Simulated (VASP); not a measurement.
# Sb (Im-3m) in VASP: further runs

Runs on Sb. Level: revPBE+D3(BJ). Tasks: single point.

Program: VASP 6.6.1. These are calculated values, not measurements. Logs are shortened: lines on timing, memory, paths and dates and some standing lists are left out, and cuts for length are marked.

### Step 1. The cell of the first run

The structure is cubic, space group Im-3m (No. 229). The conventional cell has a = 3.482 Å, b = 3.482 Å, c = 3.482 Å, α = 90.00°, β = 90.00°, γ = 90.00°. Within 4.0 Å of Sb (site symmetry m-3m) lie 14 Sb at 3.02 to 3.48 Å.

### Step 2. Single point, revPBE+D3(BJ)

Input file INCAR:

```
  PREC = Accurate
  ENCUT = 520
  EDIFF = 1E-6
  ISMEAR = 1
  SIGMA = 0.01
  LREAL = F
  LASPH = T
  NELM = 80
  ALGO = Normal
  ISIF = 2
  LWAVE = F
  LCHARG = T
  GGA = RE
  IVDW = 12
  LELF = T
  LVHAR = T
  NBANDS = 8
```

Input file KPOINTS:

```
regular mesh
0
Gamma
  9 9 9
```

Input file POSCAR:

```
Sb
1.0
    3.0152953817     -0.0000000167     -0.0000000289
   -1.0050984448      2.8428477545     -0.0000000289
   -1.0050984448     -1.4214238355      2.4619783985
Sb
1
Direct
    0.0000000000      0.0000000000      0.0000000000
```

Potentials or basis: VASP PAW PBE potentials, release 64 (Sb).

Launch:

```console
> cat potpaw_PBE.64/Sb/POTCAR > POTCAR
> mpirun -np 1 vasp_std > vasp.out
```

OUTCAR:

```text
PREC = Accurate
   ENCUT = 520
   EDIFF = 1E-6
   ISMEAR = 1
   LREAL = F
   LASPH = T
   NELM = 80
   ISIF = 2
   GGA = RE
   IVDW = 12
 IVDW          = 12

 ion  position               nearest neighbor table
   1  0.000  0.000  0.000-

  LATTYP: Found a body centered cubic cell.
 ALAT       =     3.4817632006

  Lattice vectors:

 A1 = (   3.0152953817,  -0.0000000167,  -0.0000000289)
 A2 = (  -1.0050984448,   2.8428477545,  -0.0000000289)
 A3 = (  -1.0050984448,  -1.4214238355,   2.4619783985)

Analysis of symmetry for initial positions (statically):
=====================================================================
 Subroutine PRICEL returns:
 Original cell was already a primitive cell.

 Routine SETGRP: Setting up the symmetry group for a
 body centered cubic supercell.

 Subroutine GETGRP returns: Found 48 space group operations
 (whereof 48 operations were pure point group operations)
 out of a pool of 48 trial point group operations.

The static configuration has the point symmetry O_h .

Analysis of symmetry for dynamics (positions and initial velocities):
=====================================================================
 Subroutine PRICEL returns:
 Original cell was already a primitive cell.

 Routine SETGRP: Setting up the symmetry group for a
 body centered cubic supercell.

 Subroutine GETGRP returns: Found 48 space group operations
 (whereof 48 operations were pure point group operations)
 out of a pool of 48 trial point group operations.

The dynamic configuration has the point symmetry O_h .

 Subroutine INISYM returns: Found 48 space group operations
 (whereof 48 operations are pure point group operations),
 and found     1 'primitive' translations

----------------------------------------------------------------------------------------

                                     Primitive cell

  volume of cell :      21.1041

  direct lattice vectors                    reciprocal lattice vectors
     3.015295382 -0.000000017 -0.000000029     0.331642470  0.117253320  0.203088701
    -1.005098445  2.842847755 -0.000000029     0.000000004  0.351759959  0.203088701
    -1.005098445 -1.421423835  2.461978398     0.000000004  0.000000006  0.406177411

  length of vectors
     3.015295382  3.015295382  3.015295382     0.406177411  0.406177411  0.406177411

  position of ions in fractional coordinates (direct lattice)
     0.000000000  0.000000000  0.000000000

  ion indices of the primitive-cell ions
   primitive index   ion index
                 1           1

----------------------------------------------------------------------------------------

 KPOINTS: regular mesh

Automatic generation of k-mesh.
 Grid dimensions read from file:
 generate k-points for:    9    9    9

 Generating k-lattice:

  Cartesian coordinates                     Fractional coordinates (reciprocal lattice)
     0.036849163  0.013028147  0.022565411     0.111111111 -0.000000000  0.000000000
     0.000000000  0.039084440  0.022565411    -0.000000000  0.111111111 -0.000000000
     0.000000000  0.000000001  0.045130823     0.000000000  0.000000000  0.111111111

  Length of vectors
     0.045130823  0.045130823  0.045130823

  Shift w.r.t. Gamma in fractional coordinates (k-lattice)
     0.000000000  0.000000000  0.000000000

 Subroutine IBZKPT returns following result:
 ===========================================

 Found     35 irreducible k-points:

 Following reciprocal coordinates:
            Coordinates               Weight
  0.000000  0.000000  0.000000      1.000000
  0.111111 -0.000000 -0.000000     12.000000
  0.222222 -0.000000 -0.000000     12.000000
  0.333333 -0.000000 -0.000000     12.000000
  0.444444 -0.000000 -0.000000     12.000000
  0.111111  0.111111  0.000000     24.000000
[... 16 lines left out ...]
 -0.333333  0.444444  0.111111     48.000000
 -0.444444 -0.444444  0.111111     24.000000
 [... further k-points ...]
   k-points           NKPTS =     35   k-points in BZ     NKDIM =     35   number of bands    NBANDS=      8
   number of dos      NEDOS =    301   number of ions     NIONS =      1
   total plane-waves  NPLWV =  13824
   dimension x,y,z NGX =    24 NGY =   24 NGZ =   24
   dimension x,y,z NGXF=    48 NGYF=   48 NGZF=   48
   ions per type =               1
   NGX,Y,Z   is equivalent  to a cutoff of  13.23, 13.23, 13.23 a.u.
   NGXF,Y,Z  is equivalent  to a cutoff of  26.46, 26.46, 26.46 a.u.
 SYSTEM =  unknown system
   PREC   = accura    normal or accurate (medium, high low for compatibility)
   ISTART =      0    job   : 0-new  1-cont  2-samecut
   ICHARG =      2    charge: 1-file 2-atom 10-const
   ISPIN  =      1    spin polarized calculation?
   LNONCOLLINEAR =      F non collinear calculations
   LSORBIT =      F    spin-orbit coupling
   LASPH  =      T    aspherical Exc in radial PAW
   ENCUT  =  520.0 eV  38.22 Ry    6.18 a.u.   5.61  5.61  5.61*2*pi/ulx,y,z
   NELM   =     80;   NELMIN=  2; NELMDL= -5     # of ELM steps
   EDIFF  = 0.1E-05   stopping-criterion for ELM
   LREAL  =      F    real-space projection
   EDIFFG = 0.1E-04   stopping-criterion for IOM
   NSW    =      0    number of steps for IOM
   IBRION =     -1    ionic relax: 0-MD 1-quasi-New 2-CG
   NFREE  =      0    steps in history (QN), initial steepest desc. (CG)
   ISIF   =      2    stress and relaxation
   ISYM   =      2    0-nonsym 1-usesym 2-fastsym
   POTIM  = 0.5000    time-step for ionic-motion
   TEBEG  =    0.0;   TEEND  =   0.0 temperature during run
   PSTRESS=    0.0 pullay stress
   NELECT =       5.0000    total number of electrons
   NUPDOWN=      -1.0000    fix difference up-down
   EMIN   =  10.00;   EMAX   =-10.00  energy-range for DOS
   EFERMI =   0.00;   METHOD = LEGACY
   ISMEAR =     1;   SIGMA  =   0.01  broadening in eV -4-tet -1-fermi 0-gaus
   EFERMI_NEDOS =   21; number of points for ismear=-14 and -15
   IALGO  =     38    algorithm
   IMIX   =      4    mixing-type and parameters
     AMIX     =   0.40;   BMIX     =  1.00
     AMIX_MAG =   1.60;   BMIX_MAG =  1.00
  volume/ion in A,a.u.               =      21.10       142.42
  Fermi-wavevector in a.u.,A,eV,Ry     =   1.012999  1.914290 13.961844  1.026167
  Thomas-Fermi vector in A             =   2.146142
   LORBIT       =      0    0 simple, 1 ext, 2 COOP (PROOUT), +10 PAW based schemes
   GGA     = RE    functional components
   LHFCALC =     F    Hartree Fock is set to
   AEXX    =    0.0000 exact exchange contribution
   IVDW    =    12    specifies the selected vdW correction
   LEPSILON=     F    determine dielectric tensor
   LRPA    =     F    only Hartree local field effects (RPA)
 non-spin polarized calculation
 Methfessel and Paxton  Order N= 1 SIGMA  =   0.01
  energy-cutoff  :      520.00
  volume of cell :       21.10
 maximum number of plane-waves:       580
   NGX = 11   NGY = 11   NGZ = 11

 number of electron       5.0000000 magnetization

 Free energy of the ion-electron system (eV)
  ---------------------------------------------------
  ext. energy  EPLUGINS =         0.00000000
  ---------------------------------------------------
  free energy    TOTEN  =        -3.13442303 eV

  energy without entropy =       -3.13435103  energy(sigma->0) =       -3.13439903

 E-fermi :  12.1779     XC(G=0): -11.3132

 val. band max:       12.1750692013   @ k =   0.2222   0.2222   0.1111
 cond. band min:      12.2851297812   @ k =  -0.4444  -0.4444   0.3333
 fundamental gap:      0.1100605799
 Fermi energy:        12.1778988576

 k-point     1 :       0.0000    0.0000    0.0000
  band No.  band energies     occupation
      1      -2.9418      2.00000
      2      19.8064      0.00000
      3      19.8064      0.00000
      4      19.8064      0.00000
      5      23.5961      0.00000
      6      23.5961      0.00000
      7      23.5961      0.00000
      8      23.9500      0.00000

 k-point     2 :       0.1111   -0.0000   -0.0000
  band No.  band energies     occupation
      1      -2.6191      2.00000
      2      17.2758      0.00000
      3      18.5651      0.00000
      4      19.3319      0.00000
      5      21.9336      0.00000
      6      21.9640      0.00000
      7      23.4911      0.00000
      8      24.6614      0.00000

 k-point     3 :       0.2222   -0.0000   -0.0000
  band No.  band energies     occupation
      1      -1.6510      2.00000
      2      13.0506      0.00000
      3      16.7059      0.00000
      4      18.2246      0.00000
      5      20.6477      0.00000
      6      20.7056      0.00000
      7      23.9581      0.00000
      8      25.4187      0.00000

 k-point     4 :       0.3333   -0.0000   -0.0000
  band No.  band energies     occupation
      1      -0.0480      2.00000
      2       9.0212      2.00000
      3      15.2581      0.00000
      4      17.2018      0.00000
      5      19.7853      0.00000
      6      19.9136      0.00000
      7      25.2943      0.00000
      8      26.4296      0.00000

 k-point     5 :       0.4444   -0.0000   -0.0000
  band No.  band energies     occupation
      1       2.0636      2.00000
      2       5.6492      2.00000
      3      14.4844      0.00000
      4      16.6341      0.00000
      5      19.3593      0.00000
      6      19.5303      0.00000
      7      27.0741      0.00000
      8      27.8179      0.00000
[... 177 lines left out ...]
 k-point    22 :      -0.4444    0.4444    0.1111
  band No.  band energies     occupation
      1       2.3708      2.00000
      2       5.9678      2.00000
      3      13.4058      0.00000
      4      15.3967      0.00000
      5      20.7998      0.00000
      6      20.9233      0.00000
      7      23.6245      0.00000
      8      25.6796      0.00000

 k-point    23 :      -0.3333    0.4444    0.1111
  band No.  band energies     occupation
      1       1.8279      2.00000
      2       7.9876      2.00000
      3      11.1594      2.00000
      4      16.1881      0.00000
      5      19.8311      0.00000
      6      21.1888      0.00000
      7      24.7573      0.00000
      8      25.6204      0.00000

 k-point    24 :      -0.4444   -0.4444    0.1111
  band No.  band energies     occupation
      1       3.5478      2.00000
      2       5.7060      2.00000
      3      10.7677      2.00000
      4      16.0048      0.00000
      5      20.1536      0.00000
      6      22.2246      0.00000
      7      22.8552      0.00000
      8      25.2072      0.00000

 [... further k-points ...]

------------------------ aborting loop because EDIFF is reached ----------------------------------------

 Edisp (eV)   -1.25645

 E8    (eV) :    -0.9000

  FORCE on cell =-STRESS in cart. coord.  units (eV):
  Direction    XX          YY          ZZ          XY          YZ          ZX
  --------------------------------------------------------------------------------------
  -------------------------------------------------------------------------------------
  Total       2.53345     2.53345     2.53345     0.00000     0.00000     0.00000
  in kB     192.33386   192.33386   192.33386     0.00000     0.00000     0.00000
  external pressure =      192.33 kB  Pullay stress =        0.00 kB

 VOLUME and BASIS-vectors are now :
 -----------------------------------------------------------------------------
  energy-cutoff  :      520.00
  volume of cell :       21.10
      direct lattice vectors                 reciprocal lattice vectors
     3.015295382 -0.000000017 -0.000000029     0.331642470  0.117253320  0.203088701
    -1.005098445  2.842847755 -0.000000029     0.000000004  0.351759959  0.203088701
    -1.005098445 -1.421423835  2.461978398     0.000000004  0.000000006  0.406177411

 POSITION                                       TOTAL-FORCE (eV/Angst)
 -----------------------------------------------------------------------------------
      0.00000      0.00000      0.00000         0.000000      0.000000     -0.000000
 -----------------------------------------------------------------------------------
    total drift:                               -0.000000      0.000000     -0.000000

  FREE ENERGIE OF THE ION-ELECTRON SYSTEM (eV)
  ---------------------------------------------------
  free  energy   TOTEN  =        -4.3908743608 eV

  energy  without entropy=       -4.3908023641  energy(sigma->0) =       -4.39085036
```

Run time: 2.6 s. Hardware: 1 thread of Intel Xeon 6975P-C (Granite Rapids), shared host; peak memory 0.14 GiB.

Results:

```
Free energy                : -4.3909 eV
Pressure                   : 19.2 GPa
Dispersion energy per atom : -1.256 eV
```

Caveat: three body term missing; the PAW data sets were made with another functional, which shifts forces and pressure a little; spin-orbit coupling is left out, which moves the levels of the heavy elements; pairwise dispersion overbinds metals, which lowers pressure and volume.

### Step 3. Single point, revPBE+D3(BJ)

This run uses another cell than the first one, of 25.39 Å³/atom, 1.203 times its volume.

Input file INCAR:

```
SYSTEM = Sb
PREC = Accurate
ENCUT = 520
EDIFF = 1E-7
ISMEAR = 1
SIGMA = 0.01
LREAL = .False.
LASPH = .True.
NELM = 80
ALGO = Normal
ISIF = 2
LWAVE = .False.
LCHARG = .False.
GGA = RE
IVDW = 12
NBANDS = 8
```

Input file KPOINTS:

```
Automatic mesh
0
Gamma
  9 9 9
  0 0 0
```

Input file POSCAR:

```
Sb
1.0
    3.2068482977     -0.0000000178     -0.0000000308
   -1.0689494158      3.0234455760     -0.0000000308
   -1.0689494158     -1.5117227436      2.6183807014
Sb
1
Direct
    0.0000000000      0.0000000000      0.0000000000
```

Potentials or basis: VASP PAW PBE potentials, release 64 (Sb).

Launch:

```console
> cat potpaw_PBE.64/Sb/POTCAR > POTCAR
> mpirun -np 1 vasp_std > vasp.out
```

Run time: 2.6 s. Hardware: 1 thread of Intel Xeon 6975P-C (Granite Rapids), shared host; peak memory 0.14 GiB.

Results (log left out):

| Property | Result |
| --- | --- |
| Free energy | -4.6068 eV |
| Pressure | -0.6 GPa |
| Dispersion energy per atom | -1.044 eV |

Levels at points of the mesh, in eV from the Fermi level:
```csv
k point,band 1,band 2,band 3,band 4,band 5,band 6,band 7
"(0.00, 0.00, 0.00)",-13.57,5.73,5.73,5.73,10.48,10.48,10.48
```

Caveat: three body term missing; the PAW data sets were made with another functional, which shifts forces and pressure a little; spin-orbit coupling is left out, which moves the levels of the heavy elements; pairwise dispersion overbinds metals, which lowers pressure and volume.

### Step 4. Single point, revPBE+D3(BJ)

This run uses another cell than the first one, of 23.95 Å³/atom, 1.135 times its volume.

Input file INCAR:

```
SYSTEM = Sb
PREC = Accurate ; ENCUT = 520
EDIFF = 1E-6 ; ISMEAR = 1
SIGMA = 0.01 ; LREAL = .FALSE.
LASPH = .TRUE. ; NELM = 80
ALGO = Normal ; ISIF = 2
LWAVE = .FALSE. ; LCHARG = .TRUE.
GGA = RE ; IVDW = 12
LELF = .TRUE. ; LVHAR = .TRUE.
NBANDS = 8
```

Input file KPOINTS:

```
Automatic mesh
0
G
  9 9 9
  0 0 0
```

Input file POSCAR:

```
Sb
1.0
    3.1453120350     -0.0000000174     -0.0000000302
   -1.0484373286      2.9654286310     -0.0000000302
   -1.0484373286     -1.4827142719      2.5681365527
Sb
1
Direct
    0.0000000000      0.0000000000      0.0000000000
```

Launch:

```console
> cat potpaw_PBE.64/Sb/POTCAR > POTCAR
> mpirun -np 1 vasp_std > vasp.out
```

It took 2.4 s on 1 thread of Intel Xeon 6975P-C (Granite Rapids), shared host; peak memory 0.15 GiB.

Results (log left out):

```
Free energy                : -4.5911 eV
Pressure                   : 4.4 GPa
Dispersion energy per atom : -1.106 eV
```

Levels at points of the mesh, in eV from the Fermi level:
```tsv
k point	band 1	band 2	band 3	band 4	band 5	band 6	band 7
(0.00, 0.00, 0.00)	-14.02	6.29	6.29	6.29	10.77	10.77	10.77
```

Caveat: three body term missing; the PAW data sets were made with another functional, which shifts forces and pressure a little; spin-orbit coupling is left out, which moves the levels of the heavy elements; pairwise dispersion overbinds metals, which lowers pressure and volume.

### Step 5. Summary

| cell | gap on the mesh (eV) | pressure (GPa) |
| --- | --- | --- |
| a = 3.015 Å, angles 109.5°, 1 atom | none | 19.2 |
| a = 3.207 Å, angles 109.5°, 1 atom | none | -0.6 |
| a = 3.145 Å, angles 109.5°, 1 atom | none | 4.4 |

Alike in all rows: task single point; level revPBE+D3(BJ); potentials or basis VASP PAW PBE potentials, release 64 (Sb); no spin polarisation; k mesh 9 × 9 × 9; cutoff (eV) 520; smearing methfessel-paxton 0.01 eV.

Caveats: three body term missing; the PAW data sets were made with another functional, which shifts forces and pressure a little; spin-orbit coupling is left out, which moves the levels of the heavy elements; pairwise dispersion overbinds metals, which lowers pressure and volume.

Absolute energies hang on the potentials; compare differences alone.
